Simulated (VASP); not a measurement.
# LiAl32O48 (a cell with a defect) in VASP: a series of runs, part 4 of 4

VASP 6.6.1. Earlier steps stand in the parts before.

## (6) Single point, PBE

INCAR reads:

```
PREC = Accurate
ENCUT = 520
EDIFF = 1E-6
ISMEAR = -1
SIGMA = 0.01
LREAL = Auto
LASPH = T
NELM = 80
ALGO = Normal
ISIF = 2
LWAVE = F
LCHARG = F
GGA = PE
NELECT = 386.0
NBANDS = 240
```

KPOINTS reads:

```
regular mesh
0
Gamma
  1 1 1
```

POSCAR reads:

```
LiAl32O48
1.0
    4.8078835200      2.7758328500      8.7484141900
   -4.8078835200      2.7758328500      8.7484141900
    0.0000000000     -5.5516656900      8.7484141900
Al O Li
32 48 1
Direct
    0.3212024295      0.3231475681      0.3261615507
    0.4256163558      0.4260032204      0.4262536196
    0.0725752514      0.0738683360      0.0744578192
    0.1744967266      0.1752130501      0.1771369065
    0.3192710236      0.3199704997      0.8202342997
    0.4168598216      0.4175615857      0.9178130740
    0.0731080975      0.0737998780      0.5740668049
    0.1754641449      0.1761625811      0.6764353667
    0.3228039094      0.8251877525      0.3254286312
    0.4254871476      0.9271028773      0.4267731445
    0.0736905540      0.5740624931      0.0746426766
    0.1737896361      0.6784751156      0.1774933055
    0.3224589035      0.8258874890      0.8221627336
    0.4253054909      0.9259906656      0.9265790752
    0.0731711418      0.5741903512      0.5735390918
    0.1745174238      0.6768721481      0.6754564038
    0.8244705007      0.3235034972      0.3254466381
    0.9258110918      0.4261818911      0.4273732727
    0.5736807274      0.0743884734      0.0743237795
    0.6765275741      0.1744842134      0.1787440979
    0.8251885326      0.3219007574      0.8234181214
    0.9252885272      0.4263163724      0.9262665599
    0.5734974002      0.0732710553      0.5741304147
    0.6761770093      0.1751948225      0.6754743725
    0.8235140969      0.8242092053      0.3244780163
    0.9258793366      0.9265713251      0.4268402552
    0.5821242328      0.5828251649      0.0830842188
    0.6797103129      0.6804099971      0.1806709360
    0.8244902170      0.8251663981      0.8237662854
    0.9264110392      0.9265090033      0.9264481346
    0.5733655987      0.5743770625      0.5746510976
    0.6777838485      0.6772231028      0.6747569138
    0.2215329458      0.0285386696      0.3751652425
    0.4717088041      0.1267963300      0.2777049805
    0.0294031792      0.3747568038      0.2220604817
    0.3745279835      0.2182240721      0.0265137773
    0.1238417373      0.2784022621      0.4729016937
    0.2839446492      0.4692188965      0.1204925060
    0.2218098598      0.0265004276      0.8759806740
    0.4711173019      0.1238087631      0.7767480167
    0.0258048526      0.3757132879      0.7227733924
    0.3750138827      0.2225066523      0.5267698548
    0.1231070776      0.2764893293      0.9720768746
    0.2757877814      0.4718152010      0.6240717851
    0.2222390817      0.5279721540      0.3738477979
    0.4734234131      0.6251535864      0.2824204862
    0.0270448650      0.8758366427      0.2222378323
    0.3794599188      0.7157307526      0.0314172813
    0.1247782648      0.7781482949      0.4721044732
    0.2778791881      0.9702824018      0.1258827499
    0.2175248464      0.5262592393      0.8754884696
    0.4685260940      0.6202198688      0.7849117818
    0.0278434262      0.8749020089      0.7224924298
    0.3740594696      0.7218010471      0.5303612980
    0.1261014274      0.7774391703      0.9726701811
    0.2777045002      0.9726354373      0.6248041337
    0.7212793751      0.0277361588      0.3761002627
    0.9711438821      0.1254719803      0.2784137988
    0.5304549818      0.3801566235      0.2159960045
    0.8728820727      0.2229347545      0.0282384343
    0.6249235617      0.2785788566      0.4705374636
    0.7814581379      0.4741224893      0.1254151438
    0.7211029803      0.0301032949      0.8750191973
    0.9719426972      0.1245378084      0.7786701953
    0.5255572591      0.3752272861      0.7184817232
    0.8742095047      0.2222278194      0.5287996263
    0.6195213340      0.2846540284      0.9694850111
    0.7767472740      0.4724008825      0.6270634224
    0.7231970322      0.5285612853      0.3768331839
    0.9731802564      0.6246607898      0.2781370046
    0.5278661659      0.8765711612      0.2241569176
    0.8758748171      0.7238931818      0.0288278460
    0.6239654108      0.7778666018      0.4741422661
    0.7771729735      0.9738774062      0.1249246991
    0.7150331173      0.5311542865      0.8804234991
    0.9695837167      0.6256205168      0.7788405418
    0.5272750689      0.8735812955      0.7231986468
    0.8751426100      0.7219731339      0.5280082611
    0.6244566964      0.7821576883      0.9743867370
    0.7774515498      0.9718418665      0.6257369091
    0.4994837734      0.5001740979      0.0004779030
```

Potentials or basis: VASP PAW PBE potentials, release 64 (Al, O, Li_sv).

The run is started by

```
$ cat potpaw_PBE.64/Al/POTCAR potpaw_PBE.64/O/POTCAR potpaw_PBE.64/Li_sv/POTCAR > POTCAR
$ mpirun -np 1 vasp_gam > vasp.out
```

Wall time 5.8 min (1 thread of AMD EPYC 7R13 (Zen 3), shared host); peak memory 0.89 GiB.

It converged, with:

```yaml
Free_energy: -608.7933 eV
Largest_force: 0.012 eV/Å
```

Forces on the atoms (eV/Å):
```
Al  -0.002 -0.002 -0.008
Al   0.001  0.001  0.007
Al   0.000 -0.002 -0.009
Al   0.001  0.002  0.008
Al  -0.002 -0.002 -0.004
Al  -0.001 -0.002 -0.005
Al  -0.001 -0.001 -0.009
Al   0.000  0.001  0.007
Al   0.002  0.000 -0.009
Al  -0.002  0.000  0.009
Al   0.001  0.002 -0.008
Al   0.000  0.000  0.007
Al  -0.002  0.001 -0.008
Al  -0.001  0.001  0.009
Al  -0.002  0.000 -0.009
Al   0.002 -0.001  0.007
Al   0.000  0.002 -0.009
Al   0.001  0.000  0.010
Al   0.002  0.001 -0.009
Al   0.001 -0.001  0.007
Al   0.002  0.001 -0.008
Al   0.001  0.000  0.008
Al   0.000  0.000 -0.009
Al  -0.002  0.000  0.009
Al   0.002  0.001 -0.007
Al   0.000  0.000  0.009
Al  -0.001 -0.002  0.004
Al  -0.001 -0.002  0.004
Al   0.000 -0.001 -0.009
Al   0.000  0.001  0.012
Al   0.002  0.001 -0.009
Al   0.000  0.002  0.008
O   -0.002  0.000  0.001
O   -0.003 -0.002  0.002
O    0.002  0.002  0.000
O    0.001 -0.008 -0.003
O   -0.002  0.003 -0.002
O   -0.003 -0.003 -0.007
O   -0.003 -0.001  0.000
O    0.000  0.000 -0.001
O    0.000 -0.001 -0.001
O    0.002 -0.002 -0.001
O   -0.001  0.001 -0.002
O    0.001 -0.001  0.000
O   -0.001  0.001 -0.001
O   -0.005 -0.003  0.003
O    0.002  0.004  0.002
O   -0.005  0.000  0.005
O   -0.002  0.001 -0.001
O    0.003  0.000  0.000
O   -0.007  0.003 -0.003
O   -0.002  0.004 -0.005
O    0.000  0.004  0.000
O    0.002 -0.004  0.000
O   -0.001  0.001  0.002
O    0.004  0.001 -0.001
O   -0.003 -0.001  0.002
O   -0.003 -0.003  0.000
O    0.003 -0.005  0.007
O    0.000 -0.002 -0.002
O    0.000  0.004  0.000
O    0.006 -0.004  0.003
O   -0.003  0.000  0.000
O    0.000 -0.002 -0.001
O    0.005  0.003 -0.002
O    0.001 -0.003  0.000
O    0.004  0.001 -0.007
O    0.001 -0.001  0.001
O   -0.001 -0.001  0.002
O   -0.002 -0.003  0.001
O    0.001  0.002  0.001
O    0.001 -0.001  0.000
O    0.000  0.001  0.001
O    0.000  0.000  0.002
O    0.002  0.004  0.005
O   -0.003 -0.003  0.000
O    0.001  0.001 -0.001
O    0.003  0.000  0.001
O   -0.003  0.007  0.001
O    0.003  0.001  0.001
Li   0.002  0.002  0.000
```

Levels at points of the mesh, in eV from the Fermi level:
```tsv
k point	band 190	band 191	band 192	band 193	band 194	band 195	band 196	band 197
(0.00, 0.00, 0.00)	-0.62	-0.45	-0.45	-0.39	5.46	7.83	7.95	8.40
```

Caveat: the k points lie up to 0.79 Å⁻¹ apart; the cell carries a net charge on a neutralising background, which shifts energy and pressure; the cell is charged against a uniform background, so pressure and absolute levels hang on convention.
